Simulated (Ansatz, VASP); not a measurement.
**Two plane-wave programs on Te3P**

```xyz
4
Lattice="5.1041 0.0000 0.0000 0.0000 5.1041 0.0000 0.0000 0.0000 3.8710" Properties=species:S:1:pos:R:3 pbc="T T T"
Te    0.0000    2.5521    1.9355
Te    2.5521    0.0000    1.9355
Te    2.5521    2.5521    0.0000
P     0.0000    0.0000    0.0000
```

Alike in both runs: functional PBE; k mesh 4 × 4 × 4; occupations gaussian, width 0.1 eV; no spin polarisation.

Ansatz relaxed the structure, and its values are those at the end. VASP's run is a single point on that final structure, the one shown.

```csv
,VASP,Ansatz
version,VASP 6.6.1,Ansatz 0.2.0
potentials or method,"VASP PAW PBE potentials, release 64 (Te, P), cutoff 520 eV","scalar-relativistic, plane waves, PAW"
valence electrons in the cell,23,53
```

Ansatz gave:

```
gap on the k mesh at the Fermi level (eV) : none
pressure (GPa)                            : -0.1
```

Q: Estimate VASP's values.

A: gap on the k mesh at the Fermi level (eV): none; pressure (GPa): -0.2.

A gap of «none» marks a metal or a gap that the smearing closes. VASP's potentials hold 23 valence electrons a cell and Ansatz's 53, so a difference there can come from the potentials and not from the codes.

The k mesh is coarse, so the values compare programs but aren't converged. Neither program's run includes spin-orbit coupling.
